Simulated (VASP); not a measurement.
# CsPtS (P4/mmm) in VASP: further runs, part 3 of 3

VASP 6.6.1. The steps go on from the part before.

## (5) Relaxation of cell and atoms, PBE

This run uses another cell than the first one, of 37.79 Å³/atom.

File INCAR:

```
PREC = Accurate
ENCUT = 600
EDIFF = 1E-6
ISMEAR = 0
SIGMA = 0.1
LREAL = F
LASPH = T
NELM = 80
ALGO = Normal
ISIF = 3
LWAVE = F
LCHARG = F
GGA = PE
IBRION = 2
NSW = 90
EDIFFG = -0.04
```

File KPOINTS:

```
Automatic mesh
0
Gamma
  4 4 4
```

File POSCAR:

```
CsPtS
1.0
    4.6544019300      0.0000000000      0.0000000000
    0.0000000000      4.6544019300      0.0000000000
    0.0000000000      0.0000000000      5.2336272200
Cs Pt S
1 1 1
Direct
    0.0000000000      0.0000000000      0.0000000000
    0.0000000000      0.0000000000      0.5000000000
    0.5000000000      0.5000000000      0.5000000000
```

Potentials or basis: VASP PAW PBE potentials, release 64 (Cs_sv, Pt, S).

On the command line:

```
$ cat potpaw_PBE.64/Cs_sv/POTCAR potpaw_PBE.64/Pt/POTCAR potpaw_PBE.64/S/POTCAR > POTCAR
$ mpirun -np 1 vasp_std > vasp.out
```

OUTCAR:

```text
PREC = Accurate
   ENCUT = 600
   EDIFF = 1E-6
   ISMEAR = 0
   LREAL = F
   LASPH = T
   NELM = 80
   ISIF = 3
   GGA = PE
   IBRION = 2
   NSW = 90
   EDIFFG = -0.04

 ion  position               nearest neighbor table
   1  0.000  0.000  0.000-   2 2.62   2 2.62
   2  0.000  0.000  0.500-   1 2.62   1 2.62
   3  0.500  0.500  0.500-

  LATTYP: Found a simple tetragonal cell.
 ALAT       =     4.6544019300
 C/A-ratio  =     1.1244467708

  Lattice vectors:

 A1 = (   4.6544019300,   0.0000000000,   0.0000000000)
 A2 = (   0.0000000000,   4.6544019300,   0.0000000000)
 A3 = (   0.0000000000,   0.0000000000,   5.2336272200)

Analysis of symmetry for initial positions (statically):
=====================================================================
 Subroutine PRICEL returns:
 Original cell was already a primitive cell.

 Routine SETGRP: Setting up the symmetry group for a
 simple tetragonal supercell.

 Subroutine GETGRP returns: Found 16 space group operations
 (whereof 16 operations were pure point group operations)
 out of a pool of 16 trial point group operations.

The static configuration has the point symmetry D_4h.

Analysis of symmetry for dynamics (positions and initial velocities):
=====================================================================
 Subroutine PRICEL returns:
 Original cell was already a primitive cell.

 Routine SETGRP: Setting up the symmetry group for a
 simple tetragonal supercell.

 Subroutine GETGRP returns: Found 16 space group operations
 (whereof 16 operations were pure point group operations)
 out of a pool of 16 trial point group operations.

The dynamic configuration has the point symmetry D_4h.

 Subroutine INISYM returns: Found 16 space group operations
 (whereof 16 operations are pure point group operations),
 and found     1 'primitive' translations

----------------------------------------------------------------------------------------

                                     Primitive cell

  volume of cell :     113.3785

  direct lattice vectors                    reciprocal lattice vectors
     4.654401930  0.000000000  0.000000000     0.214850375  0.000000000  0.000000000
     0.000000000  4.654401930  0.000000000     0.000000000  0.214850375  0.000000000
     0.000000000  0.000000000  5.233627220     0.000000000  0.000000000  0.191072073

  length of vectors
     4.654401930  4.654401930  5.233627220     0.214850375  0.214850375  0.191072073

  position of ions in fractional coordinates (direct lattice)
     0.000000000  0.000000000  0.000000000
     0.000000000  0.000000000  0.500000000
     0.500000000  0.500000000  0.500000000

  ion indices of the primitive-cell ions
   primitive index   ion index
                 1           1
                 2           2
                 3           3

----------------------------------------------------------------------------------------

 KPOINTS: Automatic mesh

Automatic generation of k-mesh.
 Grid dimensions read from file:
[... 44 lines left out ...]
   dimension x,y,z NGXF=    80 NGYF=   80 NGZF=   84
   ions per type =               1   1   1
   NGX,Y,Z   is equivalent  to a cutoff of  14.29, 14.29, 13.34 a.u.
   NGXF,Y,Z  is equivalent  to a cutoff of  28.57, 28.57, 26.68 a.u.
 SYSTEM =  unknown system
   PREC   = accura    normal or accurate (medium, high low for compatibility)
   ISTART =      0    job   : 0-new  1-cont  2-samecut
   ICHARG =      2    charge: 1-file 2-atom 10-const
   ISPIN  =      1    spin polarized calculation?
   LNONCOLLINEAR =      F non collinear calculations
   LSORBIT =      F    spin-orbit coupling
   LASPH  =      T    aspherical Exc in radial PAW
   ENCUT  =  600.0 eV  44.10 Ry    6.64 a.u.   9.30  9.30 10.45*2*pi/ulx,y,z
   NELM   =     80;   NELMIN=  2; NELMDL= -5     # of ELM steps
   EDIFF  = 0.1E-05   stopping-criterion for ELM
   LREAL  =      F    real-space projection
   EDIFFG = -.4E-01   stopping-criterion for IOM
   NSW    =     90    number of steps for IOM
   IBRION =      2    ionic relax: 0-MD 1-quasi-New 2-CG
   NFREE  =      1    steps in history (QN), initial steepest desc. (CG)
   ISIF   =      3    stress and relaxation
   ISYM   =      2    0-nonsym 1-usesym 2-fastsym
   POTIM  = 0.5000    time-step for ionic-motion
   TEBEG  =    0.0;   TEEND  =   0.0 temperature during run
   PSTRESS=    0.0 pullay stress
   NELECT =      25.0000    total number of electrons
   NUPDOWN=      -1.0000    fix difference up-down
   EMIN   =  10.00;   EMAX   =-10.00  energy-range for DOS
   EFERMI =   0.00;   METHOD = LEGACY
   ISMEAR =     0;   SIGMA  =   0.10  broadening in eV -4-tet -1-fermi 0-gaus
   EFERMI_NEDOS =   21; number of points for ismear=-14 and -15
   IALGO  =     38    algorithm
   IMIX   =      4    mixing-type and parameters
     AMIX     =   0.40;   BMIX     =  1.00
     AMIX_MAG =   1.60;   BMIX_MAG =  1.00
  volume/ion in A,a.u.               =      37.79       255.04
  Fermi-wavevector in a.u.,A,eV,Ry     =   0.989034  1.869004 13.309065  0.978189
  Thomas-Fermi vector in A             =   2.120604
   LORBIT       =      0    0 simple, 1 ext, 2 COOP (PROOUT), +10 PAW based schemes
   GGA     = PE    functional components
   LHFCALC =     F    Hartree Fock is set to
   AEXX    =    0.0000 exact exchange contribution
   IVDW    =     0    specifies the selected vdW correction
   LEPSILON=     F    determine dielectric tensor
   LRPA    =     F    only Hartree local field effects (RPA)
 conjugate gradient relaxation of ions
 non-spin polarized calculation
 Gauss-broadening in eV      SIGMA  =   0.10
  energy-cutoff  :      600.00
  volume of cell :      113.38
 maximum number of plane-waves:      3818
 NGX is ok and might be reduce to    40
   NGX = 19   NGY = 19   NGZ = 21

--------------------------------------- Ionic step        1  -------------------------------------------

 number of electron      25.0000000 magnetization

 Free energy of the ion-electron system (eV)
  ---------------------------------------------------
  ext. energy  EPLUGINS =         0.00000000
  ---------------------------------------------------
  free energy    TOTEN  =        -8.50339972 eV

  energy without entropy =       -8.49074907  energy(sigma->0) =       -8.49707440

------------------------ aborting loop because EDIFF is reached ----------------------------------------

  FORCE on cell =-STRESS in cart. coord.  units (eV):
  Direction    XX          YY          ZZ          XY          YZ          ZX
  --------------------------------------------------------------------------------------
  -------------------------------------------------------------------------------------
  Total       -6.2230698     -6.2230698      7.3436691      0.0000000      0.0000000     -0.0000000
  in kB      -87.9396432    -87.9396432    103.7750918      0.0000000      0.0000000     -0.0000000
  external PRESSURE =     -24.0347315 kB  Pullay stress =       0.0000000 kB
[... 92 lines left out ...]
  FREE ENERGIE OF THE ION-ELECTRON SYSTEM (eV)
  ---------------------------------------------------
  free  energy   TOTEN  =       -10.8585889407 eV

  energy  without entropy=      -10.8509608083  energy(sigma->0) =      -10.85477487

 E-fermi :   5.0198     XC(G=0):  -9.2836

 val. band max:        4.9506787457   @ k =   0.0000   0.0000   0.0000
 cond. band min:       5.1651425635   @ k =   0.2500   0.0000   0.5000
 fundamental gap:      0.2144638179
 Fermi energy:         5.0197682692

 k-point     1 :       0.0000    0.0000    0.0000
  band No.  band energies     occupation
      1     -18.9778      2.00000
      2      -9.1354      2.00000
      3      -5.7009      2.00000
      4      -4.7829      2.00000
      5      -4.7829      2.00000
      6       1.1125      2.00000
[... 319 lines left out ...]
      3      -6.4994      2.00000
      4      -6.4994      2.00000
      5      -5.1388      2.00000
      6       0.1650      2.00000
[... 8 lines left out ...]
     15       5.2238      0.00392
     16       7.8329      0.00000

[... ionic steps 4 to 9 ...]

--------------------------------------- Ionic step       10  -------------------------------------------

 number of electron      25.0000001 magnetization

------------------------ aborting loop because EDIFF is reached ----------------------------------------
[... 69 lines left out ...]
--------------------------------------- Ionic step       12  -------------------------------------------

 number of electron      25.0000002 magnetization

 Free energy of the ion-electron system (eV)
  ---------------------------------------------------
  ext. energy  EPLUGINS =         0.00000000
  ---------------------------------------------------
  free energy    TOTEN  =       -11.55106730 eV

  energy without entropy =      -11.54734173  energy(sigma->0) =      -11.54920451

 E-fermi :   5.5107     XC(G=0):  -9.5357

 val. band max:        5.5106265649   @ k =   0.0000   0.0000   0.0000
 cond. band min:       5.6310111477   @ k =   0.2500   0.0000   0.5000
 fundamental gap:      0.1203845828
 Fermi energy:         5.5107492250

 k-point     1 :       0.0000    0.0000    0.0000
  band No.  band energies     occupation
      1     -18.5181      2.00000
      2      -8.9594      2.00000
      3      -5.2939      2.00000
      4      -4.2016      2.00000
      5      -4.2016      2.00000
      6       1.2902      2.00000
[... 361 lines left out ...]
  FREE ENERGIE OF THE ION-ELECTRON SYSTEM (eV)
  ---------------------------------------------------
  free  energy   TOTEN  =       -11.5510672965 eV

  energy  without entropy=      -11.5473417327  energy(sigma->0) =      -11.54920451

 reached required accuracy - stopping structural energy minimisation
```

Wall time 2.2 min (1 thread of Intel Xeon 6975P-C (Granite Rapids), shared host); peak memory 0.29 GiB.

Results:

| Property | Result |
| --- | --- |
| Free energy | -11.5511 eV |
| Relaxed volume | 27.23 Å³/atom |
| Relaxed cell | a = 3.554 Å, b = 3.554 Å, c = 6.466 Å, α = 90.00°, β = 90.00°, γ = 90.00° |
| Space group after relaxing (to 0.1 Å) | P4/mmm (No. 123) |
| Energy gained by relaxing | 1015.9 meV/atom |
| Ionic steps | 12 |
| Pressure after relaxing | 0.0 GPa |
| Band gap on the k mesh | zero (an odd number of electrons rules out a gap without spin polarisation) |

The path:
```
step  energy change (eV)  largest force (eV/Å)  pressure (GPa)  volume (Å³)
   1              0.0000                0.0000           -2.40       113.38
   2             -1.6946                0.0000           -5.57       102.67
   3             -2.3552                0.0000           11.40        76.54
   4             -2.7446                0.0000           -4.90        92.73
   5             -3.0135                0.0000           -0.27        83.63
   6             -3.0138                0.0000           -2.37        86.11
   7             -3.0236                0.0000           -1.73        85.28
   8             -3.0245                0.0000           -1.19        84.62
   9             -3.0452                0.0000            0.40        81.39
  10             -3.0452                0.0000            0.46        81.35
  11             -3.0469                0.0000           -0.23        81.88
  12             -3.0477                0.0000           -0.02        81.69
```

Final structure:
```
Cs Pt S
1.0
     3.55424    0.00000    0.00000
     0.00000    3.55424    0.00000
     0.00000    0.00000    6.46639
Cs Pt S
1 1 1
Direct
  0.00000 0.00000 0.00000
  0.00000 0.00000 0.50000
  0.50000 0.50000 0.50000
```

Caveat: the volume moved by over 15 % at a fixed basis, so the end points are rough; spin-orbit coupling is left out, which moves the levels of the heavy elements.

## (6) Summary

```tsv
task	cell	k mesh	cutoff (eV)	gap on the mesh (eV)	pressure (GPa)
single point	a = 3.571, b = 3.571, c = 6.386 Å, 3 atoms	4 × 4 × 4	520	none	-0.1
single point	a = 4.654, b = 4.654, c = 5.234 Å, 3 atoms	4 × 4 × 4	520	none	-2.4
single point	a = 3.598, b = 3.598, c = 6.267 Å, 3 atoms	6 × 6 × 4	520	none	0.1
relaxation of cell and atoms	relaxed from a = 4.654, b = 4.654, c = 5.234 Å, 3 atoms	4 × 4 × 4	600	none	0.0
```

Alike in all rows: level PBE; potentials or basis VASP PAW PBE potentials, release 64 (Cs_sv, Pt, S); no spin polarisation; smearing gaussian 0.1 eV.

Caveats: some runs use coarse meshes; spin-orbit coupling is left out, which moves the levels of the heavy elements; the volume moved by over 15 % at a fixed basis, so the end points are rough (at least some runs).

Absolute energies hang on the potentials; compare differences alone.
